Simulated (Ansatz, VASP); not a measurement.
# One calculation of BN, two programs

The input POSCAR:

```
BN
1.0
    2.4990664912      0.0000000000      0.0000000000
   -1.2495332456      2.1642550672      0.0000000000
    0.0000000000      0.0000000000      6.8441298231
B N
2 2
Direct
    0.3333333333      0.6666666667      0.2500000000
    0.6666666667      0.3333333333      0.7500000000
    0.3333333333      0.6666666667      0.7500000000
    0.6666666667      0.3333333333      0.2500000000
```

Contents of INCAR.step1:

```
SYSTEM = BN
  PREC = Accurate
  ENCUT = 600
  ISMEAR = 0
  SIGMA = 0.02
  LREAL = .FALSE.
  LASPH = .TRUE.
  NELM = 100
  GGA = PE
  ALGO = Normal
  EDIFF = 1E-4
  LWAVE = .TRUE.
  LCHARG = .FALSE.
```

File INCAR.step2:

```
SYSTEM = BN
  PREC = Accurate
  ENCUT = 600
  EDIFF = 1E-6
  ISMEAR = 0
  SIGMA = 0.02
  LREAL = .FALSE.
  LASPH = .TRUE.
  NELM = 100
  ALGO = Normal
  ISIF = 3
  LWAVE = .FALSE.
  LCHARG = .FALSE.
  METAGGA = R2SCAN
  LMIXTAU = .TRUE.
  IBRION = 2
  NSW = 100
  EDIFFG = -0.002
  ISTART = 1
```

Contents of KPOINTS:

```
regular mesh
0
G
  12 12 4
  0 0 0
```

Input for Ansatz:

```yaml
crystal:
  lattice:
    - [2.4990664912, 0.0, 0.0]
    - [-1.2495332456, 2.1642550672, 0.0]
    - [0.0, 0.0, 6.8441298231]
  atoms:
    - { symbol: B, position: [0.3333333333, 0.6666666667, 0.25] }
    - { symbol: B, position: [0.6666666667, 0.3333333333, 0.75] }
    - { symbol: "N", position: [0.3333333333, 0.6666666667, 0.75] }
    - { symbol: "N", position: [0.6666666667, 0.3333333333, 0.25] }
basis:
  ecutwfc: 500
kpoints:
  mp_grid: { grid: [12, 12, 4] }
hamiltonian:
  xc: r2scan
  pseudopotentials: { kind: paw, azcp: { folder: soft_1 } }
scf:
  occupations: { method: gaussian, width: 0.02 }
output:
  forces: true
  stress: true
  eigenvalues: true
relax:
  adjacent_minimum: "off"
  f_tol: 0.002
  max_steps: 80
  cell: { stress_tol: 0.02 }
```

Alike in both runs: task relaxation of cell and atoms; functional r2SCAN; k mesh 12 × 12 × 4; occupations gaussian, width 0.02 eV; no spin polarisation.

|  | VASP | Ansatz |
| --- | --- | --- |
| version | VASP 6.6.1 | Ansatz 0.2.0 |
| potentials or method | VASP PAW PBE potentials, release 64 (B, N), cutoff 600 eV | scalar-relativistic, plane waves, PAW |
| valence electrons in the cell | 16 | 16 |

```csv
,VASP,Ansatz,Ansatz less VASP
"gap on the k mesh at the Fermi level, each at its own relaxed structure (eV)",4.92,4.89,-0.028
relaxed volume (Å³/atom),9.28,9.32,+0.036
relaxed length of the cell vector where the two differ most in proportion (Å),6.844,6.884,+0.0402
```

VASP's potentials were made for PBE, not for r2SCAN.
